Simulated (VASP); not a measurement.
TaWC2: single point with PBEsol+U

Crystal: TaWC2.

```
W Ta C
1.0
     1.57186    0.90751    5.10162
    -1.57186    0.90751    5.10162
     0.00000   -1.81502    5.10162
W Ta C
1 1 2
Direct
  0.00000 0.00000 0.00000
  0.50000 0.50000 0.50000
  0.25093 0.25093 0.25093
  0.74907 0.74907 0.74907
```

```json
{
  "Program": "VASP 6.6.1",
  "Task": "single point",
  "Functional": "PBEsol",
  "Potentials or basis": "VASP PAW PBE potentials, release 64 (W_sv, Ta_pv, C)",
  "Cutoff": "520 eV",
  "k mesh": "10 × 10 × 10",
  "Occupations": "fermi-dirac, width 0.05 eV",
  "Spin": "no spin polarisation",
  "Hubbard terms": "Ta d U = 4.0 eV, W d U = 4.0 eV",
  "Dipole correction": "no",
  "k mesh for the DOS": "15 × 15 × 15",
  "Occupations for the DOS": "tetrahedron",
  "Further INCAR settings": "ALGO = Normal; EDIFF = 1e-06"
}
```

| Quantity | Value |
| --- | --- |
| Valence electrons inside the program's atomic spheres | W 11.96; Ta 8.82; C 2.44 |

Levels at points of the mesh, in eV from the Fermi level:
| k point | band 12 | band 13 | band 14 | band 15 | band 16 | band 17 | band 18 | band 19 | band 20 |
| --- | --- | --- | --- | --- | --- | --- | --- | --- | --- |
| (0.00, 0.00, 0.00) | -6.12 | -2.13 | -2.13 | -1.99 | -1.03 | -1.03 | -0.97 | -0.19 | -0.19 |

Eigenvalues of the final occupation matrices:
| site | spin | trace | eigenvalues |
| --- | --- | --- | --- |
| site 1 d | 1 | 1.66 | 0.32 0.32 0.33 0.35 0.35 |
| site 1 d | 2 | 1.66 | 0.32 0.32 0.33 0.35 0.35 |
| site 2 d | 1 | 1.14 | 0.20 0.20 0.21 0.27 0.27 |
| site 2 d | 2 | 1.14 | 0.20 0.20 0.21 0.27 0.27 |

Wall time 6.9 min on 1 thread of Intel(R) Xeon(R) Platinum 8488C (Sapphire Rapids) (shared host), peak memory 0.51 GiB.

Caveat: the highest band is partly filled, so the run has too few bands; spin-orbit coupling is left out, which moves the levels of the heavy elements; the U is typed as a test and isn't derived for this compound.
